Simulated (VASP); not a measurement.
Wanted: the native input for a VASP 6.6.1 run.

| Property | Result |
| --- | --- |
| Task | relaxation of the atoms |
| Functional | r2SCAN |
| Potentials or basis | VASP PAW PBE potentials, release 64 (Zn, O) |
| Cutoff | 520 eV |
| k mesh | 12 × 12 × 6 |
| Occupations | gaussian, width 0.02 eV |
| Spin | no spin polarisation |
| Dipole correction | no |
| Further INCAR settings | ALGO = Normal; EDIFF = 1e-06; IBRION = 2; EDIFFG = -0.008; NSW = 60 |

ZnO:

```xyz
4
Lattice="3.2349 0.0000 0.0000 -1.6174 2.8015 0.0000 0.0000 0.0000 4.8996" Properties=species:S:1:pos:R:3 pbc="T T T"
Zn    1.6174    0.9338    2.4221
Zn    0.0000    1.8677   -0.0277
O     1.6174    0.9338    4.3408
O     0.0000    1.8677    1.8911
```

This cell differs from its parent crystal: strain along c alone, the other axes held: -6.0 %.

The input as run:

POSCAR

```
ZnO
1.0
    3.2348692153      0.0000000000      0.0000000000
   -1.6174346076      2.8014789184      0.0000000000
    0.0000000000      0.0000000000      4.8995728459
Zn O
2 2
Direct
    0.6666666667      0.3333333333      0.4943457443
    0.3333333333      0.6666666667     -0.0056542557
    0.6666666667      0.3333333333      0.8859642557
    0.3333333333      0.6666666667      0.3859642557
```

INCAR.step1

```
PREC     = Accurate       # precision mode
ENCUT    = 520            # plane-wave cutoff, eV
ISMEAR   = 0              # smearing method
SIGMA    = 0.02           # smearing width, eV
LREAL    = F              # projectors in reciprocal space
LASPH    = T              # aspherical terms in the spheres
NELM     = 80             # most SCF steps
GGA      = PE             # functional
ALGO     = Normal         # electronic algorithm
EDIFF    = 1E-4           # SCF threshold, eV
LWAVE    = T              # write WAVECAR
LCHARG   = F              # write CHGCAR
```

INCAR.step2

```
PREC     = Accurate       # precision mode
ENCUT    = 520            # plane-wave cutoff, eV
EDIFF    = 1E-6           # SCF threshold, eV
ISMEAR   = 0              # smearing method
SIGMA    = 0.02           # smearing width, eV
LREAL    = F              # projectors in reciprocal space
LASPH    = T              # aspherical terms in the spheres
NELM     = 80             # most SCF steps
ALGO     = Normal         # electronic algorithm
ISIF     = 2              # what is computed and relaxed
LWAVE    = F              # write WAVECAR
LCHARG   = F              # write CHGCAR
METAGGA  = R2SCAN         # meta-GGA
LMIXTAU  = T            
IBRION   = 2              # ionic algorithm
NSW      = 60             # ionic steps
EDIFFG   = -0.008         # ionic threshold
ISTART   = 1
```

KPOINTS

```
Automatic mesh
0
Gamma
  12 12 6
```

Potentials or basis: VASP PAW PBE potentials, release 64 (Zn, O).

Run with:

```bash
$ cat potpaw_PBE.64/Zn/POTCAR potpaw_PBE.64/O/POTCAR > POTCAR
$ cp INCAR.step1 INCAR
$ mpirun -np 1 vasp_std > vasp.out
$ cp INCAR.step2 INCAR
$ mpirun -np 1 vasp_std > vasp.out
```

Results of the run:

```
Energy gained by relaxing : 2.7 meV/atom
Ionic steps               : 3
Pressure after relaxing   : 11.3 GPa
Band gap on the k mesh    : 1.39 eV
```

Caveat: the cell differs from its parent crystal (strain along c alone, the other axes held: -6.0 %); the PAW data sets were made with another functional, which shifts forces and pressure a little.

Wall time 11 min on 1 thread of Oxide Virtual Turin-like Processor (shared host), peak memory 0.18 GiB.
